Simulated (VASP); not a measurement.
# Mg (I4/mmm) in VASP: single point with PBE

Aim: the single point of Mg with PBE.

Program: VASP 6.6.1. These are calculated values, not measurements. Logs are shortened: lines on timing, memory, paths and dates and some standing lists are left out, and cuts for length are marked.

### 1 The cell of the first run

Symmetry: I4/mmm, No. 139, tetragonal system. The conventional cell has a = 3.201 Å, b = 3.201 Å, c = 4.520 Å, α = 90.00°, β = 90.00°, γ = 90.00°. Mg (site symmetry 4/mmm) has 12 Mg at 3.20 Å within 4.2 Å.

### 2 Single point, PBE

File INCAR:

```
SYSTEM = Mg
ALGO     = Normal         ! electronic algorithm
EDIFF    = 1E-6           ! SCF threshold, eV
ENCUT    = 520            ! plane-wave cutoff, eV
GGA      = PE             ! functional
ISIF     = 2              ! what is computed and relaxed
ISMEAR   = 0              ! smearing method
LASPH    = .True.         ! aspherical terms in the spheres
LCHARG   = .True.         ! write CHGCAR
LELF     = .True.         ! ELF
LREAL    = .False.        ! projectors in reciprocal space
LVHAR    = .True.       
LWAVE    = .False.        ! write WAVECAR
NBANDS   = 7              ! bands
NELM     = 100            ! most SCF steps
PREC     = Accurate       ! precision mode
SIGMA    = 0.1            ! smearing width, eV
```

File KPOINTS:

```
k-points
0
Gamma
  18 18 18
  0 0 0
```

File POSCAR:

```
Mg
1.0
   -1.6006169393      1.6005848081      2.2599168999
    1.6006169393     -1.6005848081      2.2599168999
    1.6006169393      1.6005848081     -2.2599168999
Mg
1
Direct
    0.5000000000      0.5000000000      0.0000000000
```

Potentials or basis: VASP PAW PBE potentials, release 64 (Mg).

Run with:

```bash
$ cat potpaw_PBE.64/Mg/POTCAR > POTCAR
$ mpirun -np 1 vasp_std > vasp.out
```

OUTCAR:

```text
SYSTEM = Mg
   EDIFF = 1E-6
   ENCUT = 520
   GGA = PE
   ISIF = 2
   ISMEAR = 0
   LASPH = .True.
   LREAL = .False.
   NELM = 100
   PREC = Accurate

 ion  position               nearest neighbor table
   1  0.500  0.500  0.000-

  LATTYP: Found a body centered orthorhombic cell.
 ALAT       =     3.2011696162
 B/A-ratio  =     1.0000200747
 C/A-ratio  =     1.4119319941

  Lattice vectors:

 A1 = (   1.6006169393,  -1.6005848081,  -2.2599168999)
 A2 = (  -1.6006169393,   1.6005848081,  -2.2599168999)
 A3 = (   1.6006169393,   1.6005848081,   2.2599168999)

Analysis of symmetry for initial positions (statically):
=====================================================================
 Subroutine PRICEL returns:
 Original cell was already a primitive cell.

 Routine SETGRP: Setting up the symmetry group for a
 body centered orthorhombic supercell.

 Subroutine GETGRP returns: Found  8 space group operations
 (whereof  8 operations were pure point group operations)
 out of a pool of  8 trial point group operations.

The static configuration has the point symmetry D_2h.

Analysis of symmetry for dynamics (positions and initial velocities):
=====================================================================
 Subroutine PRICEL returns:
 Original cell was already a primitive cell.

 Routine SETGRP: Setting up the symmetry group for a
 body centered orthorhombic supercell.

 Subroutine GETGRP returns: Found  8 space group operations
 (whereof  8 operations were pure point group operations)
 out of a pool of  8 trial point group operations.

The dynamic configuration has the point symmetry D_2h.

 Subroutine INISYM returns: Found  8 space group operations
 (whereof  8 operations are pure point group operations),
 and found     1 'primitive' translations

----------------------------------------------------------------------------------------

                                     Primitive cell

  volume of cell :      23.1589

  direct lattice vectors                    reciprocal lattice vectors
    -1.600616939  1.600584808  2.259916900     0.000000000  0.312385821  0.221247073
     1.600616939 -1.600584808  2.259916900     0.312379550  0.000000000  0.221247073
     1.600616939  1.600584808 -2.259916900     0.312379550  0.312385821  0.000000000

  length of vectors
     3.198604494  3.198604494  3.198604494     0.382799123  0.382794006  0.441775831

  position of ions in fractional coordinates (direct lattice)
     0.500000000  0.500000000  0.000000000

  ion indices of the primitive-cell ions
   primitive index   ion index
                 1           1

----------------------------------------------------------------------------------------

 KPOINTS: k-points

Automatic generation of k-mesh.
 Grid dimensions read from file:
 generate k-points for:   18   18   18

 Generating k-lattice:

  Cartesian coordinates                     Fractional coordinates (reciprocal lattice)
     0.000000000  0.017354768  0.012291504     0.055555556 -0.000000000  0.000000000
     0.017354419  0.000000000  0.012291504     0.000000000  0.055555556  0.000000000
     0.017354419  0.017354768  0.000000000     0.000000000 -0.000000000  0.055555556

  Length of vectors
     0.021266618  0.021266334  0.024543102

  Shift w.r.t. Gamma in fractional coordinates (k-lattice)
     0.000000000  0.000000000  0.000000000

 Subroutine IBZKPT returns following result:
 ===========================================

 Found    865 irreducible k-points:

 Following reciprocal coordinates:
            Coordinates               Weight
  0.000000  0.000000  0.000000      1.000000
  0.055556  0.000000 -0.000000      4.000000
  0.111111  0.000000 -0.000000      4.000000
  0.166667  0.000000 -0.000000      4.000000
  0.222222 -0.000000  0.000000      4.000000
  0.277778  0.000000 -0.000000      4.000000
[... 16 lines left out ...]
 -0.333333  0.055556  0.000000      8.000000
 -0.277778  0.055556  0.000000      8.000000
 [... further k-points ...]
   k-points           NKPTS =    865   k-points in BZ     NKDIM =    865   number of bands    NBANDS=      7
   number of dos      NEDOS =    301   number of ions     NIONS =      1
   total plane-waves  NPLWV =  13824
   dimension x,y,z NGX =    24 NGY =   24 NGZ =   24
   dimension x,y,z NGXF=    48 NGYF=   48 NGZF=   48
   ions per type =               1
   NGX,Y,Z   is equivalent  to a cutoff of  12.47, 12.47, 12.47 a.u.
   NGXF,Y,Z  is equivalent  to a cutoff of  24.95, 24.95, 24.95 a.u.
 SYSTEM =  Mg
   PREC   = accura    normal or accurate (medium, high low for compatibility)
   ISTART =      0    job   : 0-new  1-cont  2-samecut
   ICHARG =      2    charge: 1-file 2-atom 10-const
   ISPIN  =      1    spin polarized calculation?
   LNONCOLLINEAR =      F non collinear calculations
   LSORBIT =      F    spin-orbit coupling
   LASPH  =      T    aspherical Exc in radial PAW
   ENCUT  =  520.0 eV  38.22 Ry    6.18 a.u.   5.95  5.95  5.95*2*pi/ulx,y,z
   NELM   =    100;   NELMIN=  2; NELMDL= -5     # of ELM steps
   EDIFF  = 0.1E-05   stopping-criterion for ELM
   LREAL  =      F    real-space projection
   EDIFFG = 0.1E-04   stopping-criterion for IOM
   NSW    =      0    number of steps for IOM
   IBRION =     -1    ionic relax: 0-MD 1-quasi-New 2-CG
   NFREE  =      0    steps in history (QN), initial steepest desc. (CG)
   ISIF   =      2    stress and relaxation
   ISYM   =      2    0-nonsym 1-usesym 2-fastsym
   POTIM  = 0.5000    time-step for ionic-motion
   TEBEG  =    0.0;   TEEND  =   0.0 temperature during run
   PSTRESS=    0.0 pullay stress
   NELECT =       2.0000    total number of electrons
   NUPDOWN=      -1.0000    fix difference up-down
   EMIN   =  10.00;   EMAX   =-10.00  energy-range for DOS
   EFERMI =   0.00;   METHOD = LEGACY
   ISMEAR =     0;   SIGMA  =   0.10  broadening in eV -4-tet -1-fermi 0-gaus
   EFERMI_NEDOS =   21; number of points for ismear=-14 and -15
   IALGO  =     38    algorithm
   IMIX   =      4    mixing-type and parameters
     AMIX     =   0.40;   BMIX     =  1.00
     AMIX_MAG =   1.60;   BMIX_MAG =  1.00
  volume/ion in A,a.u.               =      23.16       156.28
  Fermi-wavevector in a.u.,A,eV,Ry     =   0.723622  1.367448  7.124409  0.523629
  Thomas-Fermi vector in A             =   1.813886
   LORBIT       =      0    0 simple, 1 ext, 2 COOP (PROOUT), +10 PAW based schemes
   GGA     = PE    functional components
   LHFCALC =     F    Hartree Fock is set to
   AEXX    =    0.0000 exact exchange contribution
   IVDW    =     0    specifies the selected vdW correction
   LEPSILON=     F    determine dielectric tensor
   LRPA    =     F    only Hartree local field effects (RPA)
 non-spin polarized calculation
 Gauss-broadening in eV      SIGMA  =   0.10
  energy-cutoff  :      520.00
  volume of cell :       23.16
 maximum number of plane-waves:       637
   NGX = 11   NGY = 11   NGZ = 11

 number of electron       2.0000000 magnetization

 Free energy of the ion-electron system (eV)
  ---------------------------------------------------
  ext. energy  EPLUGINS =         0.00000000
  ---------------------------------------------------
  free energy    TOTEN  =        -1.49499374 eV

  energy without entropy =       -1.49283926  energy(sigma->0) =       -1.49391650

 E-fermi :   2.5423     XC(G=0):  -8.4645

 val. band max:        2.5372557673   @ k =   0.4444  -0.4444   0.4444
 cond. band min:       2.6095391556   @ k =  -0.2778   0.5000   0.1667
 fundamental gap:      0.0722833883
 Fermi energy:         2.5422577728

 k-point     1 :       0.0000    0.0000    0.0000
  band No.  band energies     occupation
      1      -4.3068      2.00000
      2      14.8774      0.00000
      3      14.8780      0.00000
      4      14.8893      0.00000
      5      16.7643      0.00000
      6      16.7677      0.00000
      7      16.7683      0.00000

 k-point     2 :       0.0556    0.0000   -0.0000
  band No.  band energies     occupation
      1      -4.2385      2.00000
      2      13.7035      0.00000
      3      14.7052      0.00000
      4      14.7143      0.00000
      5      16.8343      0.00000
      6      17.0522      0.00000
      7      17.0552      0.00000

 k-point     3 :       0.1111    0.0000   -0.0000
  band No.  band energies     occupation
      1      -4.0341      2.00000
      2      11.9009      0.00000
      3      14.3668      0.00000
      4      14.3780      0.00000
      5      16.6207      0.00000
      6      17.7327      0.00000
      7      17.7377      0.00000

 k-point     4 :       0.1667    0.0000   -0.0000
  band No.  band energies     occupation
      1      -3.6943      2.00000
      2      10.0876      0.00000
      3      14.0415      0.00000
      4      14.0554      0.00000
      5      16.3533      0.00000
      6      18.2752      0.00000
      7      18.3207      0.00000

 k-point     5 :       0.2222   -0.0000    0.0000
  band No.  band energies     occupation
      1      -3.2205      2.00000
      2       8.3394      0.00000
      3      13.7902      0.00000
      4      13.8069      0.00000
      5      16.1179      0.00000
      6      17.3555      0.00000
      7      17.4012      0.00000
[... 161 lines left out ...]
 k-point    22 :      -0.3889    0.0556    0.0000
  band No.  band energies     occupation
      1      -1.2611      2.00000
      2       4.1965      0.00000
      3      12.7601      0.00000
      4      13.3910      0.00000
      5      14.3080      0.00000
      6      16.3575      0.00000
      7      16.8584      0.00000

 k-point    23 :      -0.3333    0.0556    0.0000
  band No.  band energies     occupation
      1      -2.0801      2.00000
      2       5.6825      0.00000
      3      12.7397      0.00000
      4      13.5647      0.00000
      5      14.7758      0.00000
      6      16.8570      0.00000
      7      17.0190      0.00000

 k-point    24 :      -0.2778    0.0556    0.0000
  band No.  band energies     occupation
      1      -2.7720      2.00000
      2       7.2726      0.00000
      3      12.8291      0.00000
      4      13.7155      0.00000
      5      15.4835      0.00000
      6      16.9454      0.00000
      7      17.7852      0.00000

 [... further k-points ...]
[... 5 lines left out ...]
  --------------------------------------------------------------------------------------
  -------------------------------------------------------------------------------------
  Total       -0.0257553     -0.0256294     -0.0213127      0.0000000      0.0000000      0.0000000
  in kB       -1.7818004     -1.7730859     -1.4744545      0.0000000      0.0000000      0.0000000
  external PRESSURE =      -1.6764469 kB  Pullay stress =       0.0000000 kB

 VOLUME and BASIS-vectors are now :
 -----------------------------------------------------------------------------
  energy-cutoff  :      520.00
  volume of cell :       23.16
      direct lattice vectors                 reciprocal lattice vectors
    -1.600616939  1.600584808  2.259916900     0.000000000  0.312385821  0.221247073
     1.600616939 -1.600584808  2.259916900     0.312379550  0.000000000  0.221247073
     1.600616939  1.600584808 -2.259916900     0.312379550  0.312385821  0.000000000

 POSITION                                       TOTAL-FORCE (eV/Angst)
 -----------------------------------------------------------------------------------
      0.00000      0.00000      2.25992         0.000000      0.000000      0.000000
 -----------------------------------------------------------------------------------
    total drift:                                0.000000      0.000000      0.000000

  FREE ENERGIE OF THE ION-ELECTRON SYSTEM (eV)
  ---------------------------------------------------
  free  energy   TOTEN  =        -1.4949937402 eV

  energy  without entropy=       -1.4928392614  energy(sigma->0) =       -1.49391650
```

It took 1.9 min on 1 thread of AMD EPYC 7R43 (Zen 3), shared host; peak memory 0.23 GiB.

Results:

```
Free energy            : -1.4950 eV
Pressure               : -0.2 GPa
Band gap on the k mesh : zero (band 1 reaches 3.68 eV, above the bottom of band 2 at 1.29 eV)
```
